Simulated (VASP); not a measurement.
# Pb in VASP: further runs, part 2 of 2

VASP 6.6.1.

## 4. Single point, r2SCAN

This run uses another cell than the first one, of 29.06 Å³/atom.

File POSCAR:

```
Pb
1.0
    3.4524201150      0.0000000000      0.0000000000
   -1.7262100576      2.9898835242      0.0000000000
    0.0000000000      0.0000000000     11.2605791934
Pb
4
Direct
    0.6666666667      0.3333333333      0.7500000000
    0.0000000000      0.0000000000      0.5000000000
    0.3333333333      0.6666666667      0.2500000000
    0.0000000000      0.0000000000      0.0000000000
```

File INCAR.step1:

```
SYSTEM = Pb
  PREC = Accurate
  ENCUT = 520
  ISMEAR = -1
  SIGMA = 0.05
  LREAL = .False.
  LASPH = .True.
  NELM = 60
  NBANDS = 36
  GGA = PE
  ALGO = Normal
  EDIFF = 1E-4
  LWAVE = .True.
  LCHARG = .False.
```

File INCAR.step2:

```
SYSTEM = Pb
  PREC = Accurate
  ENCUT = 520
  EDIFF = 1E-6
  ISMEAR = -1
  SIGMA = 0.05
  LREAL = .False.
  LASPH = .True.
  NELM = 60
  ALGO = Normal
  ISIF = 2
  LWAVE = .False.
  LCHARG = .False.
  METAGGA = R2SCAN
  LMIXTAU = .True.
  NBANDS = 36
  ISTART = 1
```

File KPOINTS:

```
Automatic mesh
0
Gamma
  9 9 3
  0 0 0
```

Potentials or basis: VASP PAW PBE potentials, release 64 (Pb_d).

Run with:

```console
cat potpaw_PBE.64/Pb_d/POTCAR > POTCAR
cp INCAR.step1 INCAR
mpirun -np 1 vasp_std > vasp.out
cp INCAR.step2 INCAR
mpirun -np 1 vasp_std > vasp.out
```

Run time: 6.3 min. Hardware: 1 thread of AMD EPYC 7R43 (Zen 3), shared host; peak memory 0.25 GiB.

The run converged. Its results:

| Quantity | Value |
| --- | --- |
| Free energy | -225.0592 eV |
| Pressure | 3.4 GPa |
| Band gap on the k mesh | zero (bands 28 and 29 overlap by 8.45 eV) |

Stress tensor (GPa, compression positive):
```
3.16 0.00 0.00
0.00 3.16 0.00
0.00 0.00 3.87
```

Levels at points of the mesh, in eV from the Fermi level:
```
           k point  band 24  band 25  band 26  band 27  band 28  band 29  band 30  band 31  band 32  band 33
(0.00, 0.00, 0.00)    -8.52    -4.61     0.90     0.90     6.02     6.02     6.90     6.90     6.98     6.98
```

Caveat: the cell stands under pressure; the PAW data sets were made with another functional, which shifts forces and pressure a little; spin-orbit coupling is left out, which moves the levels of the heavy elements.

## 5. Single point, r2SCAN

This run uses another cell than the first one, of 29.68 Å³/atom.

File POSCAR:

```
Pb
1.0
    3.4767337338      0.0000000000      0.0000000000
   -1.7383668669      3.0109397357      0.0000000000
    0.0000000000      0.0000000000     11.3398816597
Pb
4
Direct
    0.6666666667      0.3333333333      0.7500000000
    0.0000000000      0.0000000000      0.5000000000
    0.3333333333      0.6666666667      0.2500000000
    0.0000000000      0.0000000000      0.0000000000
```

File INCAR.step1:

```
ALGO = Normal ; EDIFF = 1E-4
ENCUT = 520 ; GGA = PE
ISMEAR = -1 ; LASPH = T
LCHARG = F ; LREAL = F
LWAVE = T ; NBANDS = 36
NELM = 80 ; PREC = Accurate
SIGMA = 0.05
```

File INCAR.step2:

```
ALGO = Normal ; EDIFF = 1E-7
ENCUT = 520 ; ISIF = 2
ISMEAR = -1 ; ISTART = 1
LASPH = T ; LCHARG = F
LMIXTAU = T ; LREAL = F
LWAVE = F ; METAGGA = R2SCAN
NBANDS = 36 ; NELM = 80
PREC = Accurate ; SIGMA = 0.05
```

File KPOINTS:

```
k-points
0
Gamma
  9 9 3
```

Run with:

```console
cat potpaw_PBE.64/Pb_d/POTCAR > POTCAR
cp INCAR.step1 INCAR
mpirun -np 1 vasp_std > vasp.out
cp INCAR.step2 INCAR
mpirun -np 1 vasp_std > vasp.out
```

It took 7 min on 1 thread of AMD EPYC 7R43 (Zen 3), shared host; peak memory 0.26 GiB.

Results (log left out):

| Property | Result |
| --- | --- |
| Free energy | -225.1033 eV |
| Pressure | 2.2 GPa |
| Band gap on the k mesh | zero (bands 28 and 29 overlap by 8.26 eV) |

Stress tensor (GPa, compression positive):
```
1.95 0.00 0.00
0.00 1.95 0.00
0.00 0.00 2.62
```

Levels at points of the mesh, in eV from the Fermi level:
```tsv
k point	band 25	band 26	band 27	band 28	band 29	band 30	band 31	band 32
(0.00, 0.00, 0.00)	-4.49	0.88	0.88	5.90	5.90	6.76	6.76	6.84
```

Caveat: the PAW data sets were made with another functional, which shifts forces and pressure a little; spin-orbit coupling is left out, which moves the levels of the heavy elements.

## 6. Single point, PBEsol (atoms moved at random)

File INCAR:

```
SYSTEM = Pb
PREC = Accurate
ENCUT = 520
EDIFF = 1E-6
ISMEAR = -1
SIGMA = 0.05
LREAL = .FALSE.
LASPH = .TRUE.
NELM = 60
ALGO = Fast
ISIF = 2
LWAVE = .FALSE.
LCHARG = .FALSE.
GGA = PS
NBANDS = 36
```

File KPOINTS:

```
Automatic mesh
0
G
  9 9 3
  0 0 0
```

File POSCAR:

```
Pb
1.0
    3.5243661423      0.0000000000      0.0000000000
   -1.7621830712      3.0521906115      0.0000000000
    0.0000000000      0.0000000000     11.4952418100
Pb
4
Direct
    0.6791310000      0.3412890000      0.7510270000
   -0.0156330000     -0.0036350000      0.5037530000
    0.3412300000      0.6808540000      0.2538540000
    0.0024170000      0.0016330000      0.0014650000
```

Potentials or basis: VASP PAW PBE potentials, release 64 (Pb_d).

Run with:

```console
cat potpaw_PBE.64/Pb_d/POTCAR > POTCAR
mpirun -np 1 vasp_std > vasp.out
```

Run time: 5.7 min. Hardware: 1 thread of Intel Xeon Platinum 8488C (Sapphire Rapids), shared host; peak memory 0.51 GiB.

The run converged. Its results:

| Property | Result |
| --- | --- |
| Free energy | -16.0024 eV |
| Pressure | -1.6 GPa |
| Largest force | 0.061 eV/Å |
| Band gap on the k mesh | zero (bands 28 and 29 overlap by 7.53 eV) |

Forces on the atoms (eV/Å):
```
Pb  -0.020 -0.007  0.057
Pb   0.026  0.016 -0.043
Pb  -0.006 -0.016 -0.047
Pb   0.000  0.007  0.034
```

Stress tensor (GPa, compression positive):
```
-1.72 -0.02  0.00
-0.02 -1.74  0.01
 0.00  0.01 -1.25
```

Levels at points of the mesh, in eV from the Fermi level:
| k point | band 26 | band 27 | band 28 | band 29 | band 30 | band 31 |
| --- | --- | --- | --- | --- | --- | --- |
| (0.00, 0.00, 0.00) | 0.75 | 0.76 | 5.45 | 5.50 | 6.22 | 6.22 |

Caveat: the cell differs from its parent crystal (atoms moved at random); the PAW data sets were made with another functional, which shifts forces and pressure a little; spin-orbit coupling is left out, which moves the levels of the heavy elements.

## 7. The runs side by side

| level | potentials or basis | cell | gap on the mesh (eV) | pressure (GPa) |
| --- | --- | --- | --- | --- |
| LDA | VASP PAW LDA potentials, release 64 (Pb_d) | a = 3.501, b = 3.501, c = 11.418 Å, angles 90.0, 90.0, 120.0°, 4 atoms, atomic positions A | none | -2.1 |
| LDA | VASP PAW LDA potentials, release 64 (Pb_d) | a = 3.548, b = 3.548, c = 11.571 Å, angles 90.0, 90.0, 120.0°, 4 atoms, atomic positions A | none | -3.7 |
| r2SCAN | VASP PAW PBE potentials, release 64 (Pb_d) | a = 3.452, b = 3.452, c = 11.261 Å, angles 90.0, 90.0, 120.0°, 4 atoms, atomic positions A | none | 3.4 |
| r2SCAN | VASP PAW PBE potentials, release 64 (Pb_d) | a = 3.477, b = 3.477, c = 11.340 Å, angles 90.0, 90.0, 120.0°, 4 atoms, atomic positions A | none | 2.2 |
| PBEsol | VASP PAW PBE potentials, release 64 (Pb_d) | a = 3.524, b = 3.524, c = 11.495 Å, angles 90.0, 90.0, 120.0°, 4 atoms, atomic positions B | none | -1.6 |

Alike in all rows: task single point; no spin polarisation; k mesh 9 × 9 × 3; cutoff (eV) 520; smearing fermi-dirac 0.05 eV.

Caveats: spin-orbit coupling is left out, which moves the levels of the heavy elements; the PAW data sets were made with another functional, which shifts forces and pressure a little (at least some runs); the cell stands under tension (at least some runs); the cell stands under pressure (at least some runs).

Total energies depend on the potentials used, so only differences within one code and one set of settings carry meaning.
